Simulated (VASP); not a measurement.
# Al2MoN3 (P6/mmm) in VASP: relaxation of cell and atoms with PBE

Aim: the relaxation of cell and atoms of Al2MoN3 with PBE.

All numbers are computed with VASP 6.6.1; they aren't measurements. Logs are shortened: lines on timing, memory, paths and dates and some standing lists are left out, and cuts for length are marked.

### 1 The cell of the first run

It takes space group P6/mmm (No. 191, hexagonal). The conventional cell has a = 5.413 Å, b = 5.413 Å, c = 3.124 Å, α = 90.00°, β = 90.00°, γ = 120.00°. Within 2.9 Å of Al (site symmetry -6m2) lie 6 N at 2.21 Å. Mo (site symmetry 6/mmm) has 2 Mo at 3.12 Å and 12 N at 3.13 Å and 6 Al at 3.13 Å within 4.1 Å. Within 2.9 Å of N (site symmetry mmm) lie 4 Al at 2.21 Å and 4 N at 2.71 Å.

The cell was generated, and may not be a known phase.

### 2 Relaxation of cell and atoms, PBE, collinear spin

Contents of INCAR:

```
SYSTEM = Al2MoN3
  PREC = Accurate
  ENCUT = 600
  EDIFF = 1E-6
  ISMEAR = 0
  SIGMA = 0.1
  LREAL = .FALSE.
  LASPH = .TRUE.
  NELM = 150
  ALGO = Normal
  ISIF = 3
  LWAVE = .FALSE.
  LCHARG = .FALSE.
  ISPIN = 2
  MAGMOM = 0 0 1 0 0 0
  LORBIT = 11
  LMAXMIX = 4
  GGA = PE
  IBRION = 2
  NSW = 90
  EDIFFG = -0.04
```

Contents of KPOINTS:

```
regular mesh
0
G
  6 6 6
  0 0 0
```

Contents of POSCAR:

```
Al2MoN3
1.0
    5.4132272900      0.0000000000      0.0000000000
   -2.7066136400      4.6879923500      0.0000000000
    0.0000000000      0.0000000000      3.1242366400
Al Mo N
2 1 3
Direct
    0.3333333300      0.6666666700      0.5000000000
    0.6666666700      0.3333333300      0.5000000000
    0.0000000000      0.0000000000      0.5000000000
    0.5000000000      0.5000000000      0.0000000000
    0.5000000000      0.0000000000      0.0000000000
    0.0000000000      0.5000000000      0.0000000000
```

Potentials or basis: VASP PAW PBE potentials, release 64 (Al, Mo_sv, N).

Command:

```sh
$ cat potpaw_PBE.64/Al/POTCAR potpaw_PBE.64/Mo_sv/POTCAR potpaw_PBE.64/N/POTCAR > POTCAR
$ mpirun -np 1 vasp_std > vasp.out
```

OUTCAR:

```text
SYSTEM = Al2MoN3
   PREC = Accurate
   ENCUT = 600
   EDIFF = 1E-6
   ISMEAR = 0
   LREAL = .FALSE.
   LASPH = .TRUE.
   NELM = 150
   ISIF = 3
   ISPIN = 2
   LORBIT = 11
   GGA = PE
   IBRION = 2
   NSW = 90
   EDIFFG = -0.04

 ion  position               nearest neighbor table
   1  0.333  0.667  0.500-   5 2.21   5 2.21   6 2.21   6 2.21   4 2.21   4 2.21   3 3.13   2 3.13
                             2 3.13   3 3.13   3 3.13   2 3.13
   2  0.667  0.333  0.500-   5 2.21   5 2.21   6 2.21   6 2.21   4 2.21   4 2.21   3 3.13   1 3.13
                             1 3.13   3 3.13   3 3.13   1 3.13
   3  0.000  0.000  0.500-   1 3.13   2 3.13   1 3.13   2 3.13   2 3.13   1 3.13
   4  0.500  0.500  0.000-   1 2.21   2 2.21   1 2.21   2 2.21
   5  0.500  0.000  0.000-   1 2.21   2 2.21   1 2.21   2 2.21
   6  0.000  0.500  0.000-   1 2.21   2 2.21   1 2.21   2 2.21

  LATTYP: Found a hexagonal cell.
 ALAT       =     5.4132272900
 C/A-ratio  =     0.5771486163

  Lattice vectors:

 A1 = (   5.4132272900,   0.0000000000,   0.0000000000)
 A2 = (  -2.7066136400,   4.6879923500,   0.0000000000)
 A3 = (   0.0000000000,   0.0000000000,   3.1242366400)

Analysis of symmetry for initial positions (statically):
=====================================================================
 Subroutine PRICEL returns:
 Original cell was already a primitive cell.

 Routine SETGRP: Setting up the symmetry group for a
 hexagonal supercell.

 Subroutine GETGRP returns: Found 24 space group operations
 (whereof 24 operations were pure point group operations)
 out of a pool of 24 trial point group operations.

The static configuration has the point symmetry D_6h.

Analysis of symmetry for dynamics (positions and initial velocities):
=====================================================================
 Subroutine PRICEL returns:
 Original cell was already a primitive cell.

 Routine SETGRP: Setting up the symmetry group for a
 hexagonal supercell.

 Subroutine GETGRP returns: Found 24 space group operations
 (whereof 24 operations were pure point group operations)
 out of a pool of 24 trial point group operations.

The dynamic configuration has the point symmetry D_6h.

Analysis of structural, dynamic, and magnetic symmetry:
=====================================================================
 Subroutine PRICEL returns:
 Original cell was already a primitive cell.

 Routine SETGRP: Setting up the symmetry group for a
 hexagonal supercell.

 Subroutine GETGRP returns: Found 24 space group operations
 (whereof 24 operations were pure point group operations)
 out of a pool of 24 trial point group operations.

The overall configuration has the point symmetry D_6h.

 Subroutine INISYM returns: Found 24 space group operations
 (whereof 24 operations are pure point group operations),
 and found     1 'primitive' translations

----------------------------------------------------------------------------------------

                                     Primitive cell

  volume of cell :      79.2843

  direct lattice vectors                    reciprocal lattice vectors
     5.413227290  0.000000000  0.000000000     0.184732683  0.106655464  0.000000000
    -2.706613640  4.687992350  0.000000000     0.000000000  0.213310928  0.000000000
     0.000000000  0.000000000  3.124236640     0.000000000  0.000000000  0.320078187

  length of vectors
     5.413227290  5.413227288  3.124236640     0.213310928  0.213310928  0.320078187

  position of ions in fractional coordinates (direct lattice)
     0.333333330  0.666666670  0.500000000
     0.666666670  0.333333330  0.500000000
     0.000000000  0.000000000  0.500000000
     0.500000000  0.500000000  0.000000000
     0.500000000  0.000000000  0.000000000
     0.000000000  0.500000000  0.000000000

  ion indices of the primitive-cell ions
   primitive index   ion index
                 1           1
                 2           2
                 3           3
                 4           4
                 5           5
                 6           6

----------------------------------------------------------------------------------------

 KPOINTS: regular mesh

Automatic generation of k-mesh.
 Grid dimensions read from file:
 generate k-points for:    6    6    6

 Generating k-lattice:

  Cartesian coordinates                     Fractional coordinates (reciprocal lattice)
     0.030788780  0.017775911  0.000000000     0.166666667  0.000000000  0.000000000
     0.000000000  0.035551821  0.000000000     0.000000000  0.166666667  0.000000000
     0.000000000  0.000000000  0.053346365     0.000000000  0.000000000  0.166666667

  Length of vectors
     0.035551821  0.035551821  0.053346365

  Shift w.r.t. Gamma in fractional coordinates (k-lattice)
     0.000000000  0.000000000  0.000000000

 Subroutine IBZKPT returns following result:
 ===========================================

 Found     28 irreducible k-points:

 Following reciprocal coordinates:
            Coordinates               Weight
  0.000000  0.000000  0.000000      1.000000
  0.166667  0.000000  0.000000      6.000000
  0.333333  0.000000  0.000000      6.000000
  0.500000  0.000000  0.000000      3.000000
  0.166667  0.166667  0.000000      6.000000
  0.333333  0.166667  0.000000     12.000000
[... 16 lines left out ...]
  0.166667  0.000000  0.500000      6.000000
  0.333333  0.000000  0.500000      6.000000
 [... further k-points ...]
   k-points           NKPTS =     28   k-points in BZ     NKDIM =     28   number of bands    NBANDS=     22
   number of dos      NEDOS =    301   number of ions     NIONS =      6
   total plane-waves  NPLWV =  64512
   dimension x,y,z NGX =    48 NGY =   48 NGZ =   28
   dimension x,y,z NGXF=    96 NGYF=   96 NGZF=   56
   ions per type =               2   1   3
   NGX,Y,Z   is equivalent  to a cutoff of  14.74, 14.74, 14.90 a.u.
   NGXF,Y,Z  is equivalent  to a cutoff of  29.48, 29.48, 29.80 a.u.
 SYSTEM =  Al2MoN3
   PREC   = accura    normal or accurate (medium, high low for compatibility)
   ISTART =      0    job   : 0-new  1-cont  2-samecut
   ICHARG =      2    charge: 1-file 2-atom 10-const
   ISPIN  =      2    spin polarized calculation?
   LNONCOLLINEAR =      F non collinear calculations
   LSORBIT =      F    spin-orbit coupling
   LASPH  =      T    aspherical Exc in radial PAW
   ENCUT  =  600.0 eV  44.10 Ry    6.64 a.u.  10.81 10.81  6.24*2*pi/ulx,y,z
   NELM   =    150;   NELMIN=  2; NELMDL= -5     # of ELM steps
   EDIFF  = 0.1E-05   stopping-criterion for ELM
   LREAL  =      F    real-space projection
   EDIFFG = -.4E-01   stopping-criterion for IOM
   NSW    =     90    number of steps for IOM
   IBRION =      2    ionic relax: 0-MD 1-quasi-New 2-CG
   NFREE  =      1    steps in history (QN), initial steepest desc. (CG)
   ISIF   =      3    stress and relaxation
   ISYM   =      2    0-nonsym 1-usesym 2-fastsym
   POTIM  = 0.5000    time-step for ionic-motion
   TEBEG  =    0.0;   TEEND  =   0.0 temperature during run
   PSTRESS=    0.0 pullay stress
   NELECT =      35.0000    total number of electrons
   NUPDOWN=      -1.0000    fix difference up-down
   EMIN   =  10.00;   EMAX   =-10.00  energy-range for DOS
   EFERMI =   0.00;   METHOD = LEGACY
   ISMEAR =     0;   SIGMA  =   0.10  broadening in eV -4-tet -1-fermi 0-gaus
   EFERMI_NEDOS =   21; number of points for ismear=-14 and -15
   IALGO  =     38    algorithm
   IMIX   =      4    mixing-type and parameters
     AMIX     =   0.40;   BMIX     =  1.00
     AMIX_MAG =   1.60;   BMIX_MAG =  1.00
  volume/ion in A,a.u.               =      13.21        89.17
  Fermi-wavevector in a.u.,A,eV,Ry     =   1.246527  2.355595 21.141147  1.553830
  Thomas-Fermi vector in A             =   2.380701
   LORBIT       =     11    0 simple, 1 ext, 2 COOP (PROOUT), +10 PAW based schemes
   GGA     = PE    functional components
   LHFCALC =     F    Hartree Fock is set to
   AEXX    =    0.0000 exact exchange contribution
   IVDW    =     0    specifies the selected vdW correction
   LEPSILON=     F    determine dielectric tensor
   LRPA    =     F    only Hartree local field effects (RPA)
 conjugate gradient relaxation of ions
 spin polarized calculation
 Gauss-broadening in eV      SIGMA  =   0.10
  energy-cutoff  :      600.00
  volume of cell :       79.28
 maximum number of plane-waves:      2670
 NGX is ok and might be reduce to    48
   NGX = 21   NGY = 21   NGZ = 13

--------------------------------------- Ionic step        1  -------------------------------------------

 number of electron      35.0000002 magnetization       0.0246442

 number of electron      35.0000002 magnetization      -0.0024233

 Free energy of the ion-electron system (eV)
  ---------------------------------------------------
  ext. energy  EPLUGINS =         0.00000000
  ---------------------------------------------------
  free energy    TOTEN  =       -37.72006117 eV

  energy without entropy =      -37.67354409  energy(sigma->0) =      -37.69680263

------------------------ aborting loop because EDIFF is reached ----------------------------------------

  FORCE on cell =-STRESS in cart. coord.  units (eV):
  Direction    XX          YY          ZZ          XY          YZ          ZX
  --------------------------------------------------------------------------------------
  -------------------------------------------------------------------------------------
  Total       -8.0671733     -8.0671733    -30.0084083     -0.0000000      0.0000000      0.0000000
  in kB     -163.0215024   -163.0215024   -606.4101542     -0.0000002      0.0000000      0.0000000
  external PRESSURE =    -310.8177196 kB  Pullay stress =       0.0000000 kB
[... 29 lines left out ...]
 number of electron      34.9999998 magnetization      -0.0000061

 number of electron      34.9999998 magnetization       0.0000015

 E-fermi :  11.5259     XC(G=0): -12.8544

 val. band max:       11.5021591328   @ k =   0.0000   0.0000   0.3333
 cond. band min:      11.5422061245   @ k =   0.3333   0.1667   0.0000
 fundamental gap:      0.0400469916
 Fermi energy:        11.5258672345

 spin component 1

 k-point     1 :       0.0000    0.0000    0.0000
  band No.  band energies     occupation
      1     -50.0276      1.00000
      2     -24.0291      1.00000
      3     -24.0291      1.00000
      4     -22.6888      1.00000
      5      -7.3296      1.00000
      6      -4.1396      1.00000
[... 1400 lines left out ...]
 number of electron      35.0000003 magnetization      -0.0003977

 number of electron      35.0000003 magnetization       0.0000738

 Free energy of the ion-electron system (eV)
  ---------------------------------------------------
  ext. energy  EPLUGINS =         0.00000000
  ---------------------------------------------------
  free energy    TOTEN  =       -41.14690383 eV

  energy without entropy =      -41.11875732  energy(sigma->0) =      -41.13283058

 E-fermi :   9.3416     XC(G=0): -12.1327

 val. band max:        9.3344478892   @ k =   0.0000   0.0000   0.1667
 cond. band min:       9.3581628325   @ k =   0.3333   0.1667   0.1667
 fundamental gap:      0.0237149434
 Fermi energy:         9.3416357118

 spin component 1

 k-point     1 :       0.0000    0.0000    0.0000
  band No.  band energies     occupation
      1     -52.1159      1.00000
      2     -26.1407      1.00000
      3     -26.1407      1.00000
      4     -25.6207      1.00000
      5      -7.8689      1.00000
      6      -4.9031      1.00000
[... 1228 lines left out ...]
  FREE ENERGIE OF THE ION-ELECTRON SYSTEM (eV)
  ---------------------------------------------------
  free  energy   TOTEN  =       -41.1469038321 eV

  energy  without entropy=      -41.1187573236  energy(sigma->0) =      -41.13283058

 reached required accuracy - stopping structural energy minimisation

 total charge

# of ion       s       p       d       tot
------------------------------------------
    1        0.318   0.420   0.000   0.738
    2        0.318   0.420   0.000   0.738
    3        2.217   6.051   3.935  12.202
    4        1.284   2.415   0.000   3.699
    5        1.284   2.415   0.000   3.699
    6        1.284   2.415   0.000   3.699
--------------------------------------------------
tot          6.704  14.134   3.935  24.773

 magnetization (x)

# of ion       s       p       d       tot
------------------------------------------
    1        0.000   0.000   0.000   0.000
    2        0.000   0.000   0.000   0.000
    3        0.000   0.000   0.000   0.000
    4        0.000  -0.000   0.000  -0.000
    5        0.000  -0.000   0.000  -0.000
    6        0.000  -0.000   0.000  -0.000
--------------------------------------------------
tot          0.000  -0.000   0.000   0.000
```

Run time: 15 min. Hardware: 1 thread of Intel Xeon Platinum 8488C (Sapphire Rapids), shared host; peak memory 0.35 GiB.

Results:

| Item | Value |
| --- | --- |
| Free energy | -41.1469 eV |
| Relaxed volume | 10.17 Å³/atom |
| Relaxed cell | a = 5.173 Å, b = 5.173 Å, c = 2.634 Å, α = 90.00°, β = 90.00°, γ = 120.00° |
| Space group after relaxing (to 0.1 Å) | P6/mmm (No. 191) |
| Energy gained by relaxing | 571.1 meV/atom |
| Ionic steps | 7 |
| Pressure after relaxing | -0.1 GPa |
| Net moment | 0.00 μB per cell |
| Valence electrons inside the program's atomic spheres | Al 0.74; Mo 12.20; N 3.70 |

The path:
| step | energy change (eV) | largest force (eV/Å) | pressure (GPa) | volume (Å³) |
| --- | --- | --- | --- | --- |
| 1 | 0.0000 | 0.0000 | -31.08 | 79.28 |
| 2 | -1.9508 | 0.0000 | 47.39 | 52.60 |
| 3 | -3.4258 | 0.0000 | -0.22 | 61.12 |
| 4 | -3.4248 | 0.0000 | -1.44 | 61.47 |
| 5 | -3.4257 | 0.0000 | -0.78 | 61.21 |
| 6 | -3.4257 | 0.0000 | -0.91 | 61.26 |
| 7 | -3.4268 | 0.0000 | -0.06 | 61.02 |

Final structure:
```xyz
6
Lattice="5.1725 0.0000 0.0000 -2.5863 4.4795 0.0000 0.0000 0.0000 2.6337" Properties=species:S:1:pos:R:3 pbc="T T T"
Al    0.0000    2.9863    1.3169
Al    2.5863    1.4932    1.3169
Mo    5.1725    0.0000    1.3169
N     1.2931    2.2398    2.6337
N     2.5863    0.0000    2.6337
N     3.8794    2.2398    2.6337
```

Caveat: the volume moved by over 15 % at a fixed basis, so the end points are rough.
